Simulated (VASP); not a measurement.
Write the native input for VASP 6.6.1 that does the following.

- Task: relaxation of cell and atoms
- Functional: r2SCAN
- Potentials or basis: VASP PAW PBE potentials, release 64 (Si, C)
- Cutoff: 600 eV
- k mesh: 18 × 18 × 18
- Occupations: gaussian, width 0.1 eV
- Spin: no spin polarisation
- Dipole correction: no
- Further INCAR settings: ALGO = Normal; EDIFF = 1e-06; IBRION = 2; EDIFFG = -0.005; NSW = 70; ISIF = 3

Crystal: SiC.

```
Si C
1.0
     0.00000    2.02866    2.02866
     2.02866    0.00000    2.02866
     2.02866    2.02866    0.00000
Si C
1 1
Cartesian
  0.0000 0.0000 0.0000
  2.0287 2.0287 2.0287
```

These files were run (other wordings do the same):

POSCAR

```
SiC
1.0
    0.0000000000      2.0286567181      2.0286567181
    2.0286567181      0.0000000000      2.0286567181
    2.0286567181      2.0286567181      0.0000000000
Si C
1 1
Direct
    0.0000000000      0.0000000000      0.0000000000
    0.5000000000      0.5000000000      0.5000000000
```

INCAR.step1

```
SYSTEM = SiC
PREC     = Accurate       ! precision mode
ENCUT    = 600            ! plane-wave cutoff, eV
ISMEAR   = 0              ! smearing method
SIGMA    = 0.1            ! smearing width, eV
LREAL    = .False.        ! projectors in reciprocal space
LASPH    = .True.         ! aspherical terms in the spheres
NELM     = 100            ! most SCF steps
GGA      = PE             ! functional
ALGO     = Normal         ! electronic algorithm
EDIFF    = 1E-4           ! SCF threshold, eV
LWAVE    = .True.         ! write WAVECAR
LCHARG   = .False.        ! write CHGCAR
```

INCAR.step2

```
SYSTEM = SiC
PREC     = Accurate       ! precision mode
ENCUT    = 600            ! plane-wave cutoff, eV
EDIFF    = 1E-6           ! SCF threshold, eV
ISMEAR   = 0              ! smearing method
SIGMA    = 0.1            ! smearing width, eV
LREAL    = .False.        ! projectors in reciprocal space
LASPH    = .True.         ! aspherical terms in the spheres
NELM     = 100            ! most SCF steps
ALGO     = Normal         ! electronic algorithm
ISIF     = 3              ! what is computed and relaxed
LWAVE    = .False.        ! write WAVECAR
LCHARG   = .False.        ! write CHGCAR
METAGGA  = R2SCAN         ! meta-GGA
LMIXTAU  = .True.       
IBRION   = 2              ! ionic algorithm
NSW      = 70             ! ionic steps
EDIFFG   = -0.005         ! ionic threshold
ISTART   = 1
```

KPOINTS

```
Automatic mesh
0
Gamma
  18 18 18
  0 0 0
```

Potentials or basis: VASP PAW PBE potentials, release 64 (Si, C).

The run is started by

```sh
$ cat potpaw_PBE.64/Si/POTCAR potpaw_PBE.64/C/POTCAR > POTCAR
$ cp INCAR.step1 INCAR
$ mpirun -np 1 vasp_std > vasp.out
$ cp INCAR.step2 INCAR
$ mpirun -np 1 vasp_std > vasp.out
```

Results of the run:

- Relaxed volume: 8.16 Å³/atom
- Relaxed cell: a = 2.847 Å, b = 2.847 Å, c = 2.847 Å, α = 60.00°, β = 60.00°, γ = 60.00°
- Space group after relaxing (to 0.05 Å): Fm-3m (No. 225)
- Energy gained by relaxing: 3.3 meV/atom
- Ionic steps: 3
- Pressure after relaxing: 0.0 GPa
- Band gap on the k mesh: zero (band 4 reaches 12.73 eV, above the bottom of band 5 at 12.05 eV)

Caveat: the PAW data sets were made with another functional, which shifts forces and pressure a little.

Run time: 2.2 min on 1 thread of Intel(R) Xeon(R) Platinum 8488C (Sapphire Rapids) (shared host), peak memory 0.16 GiB.
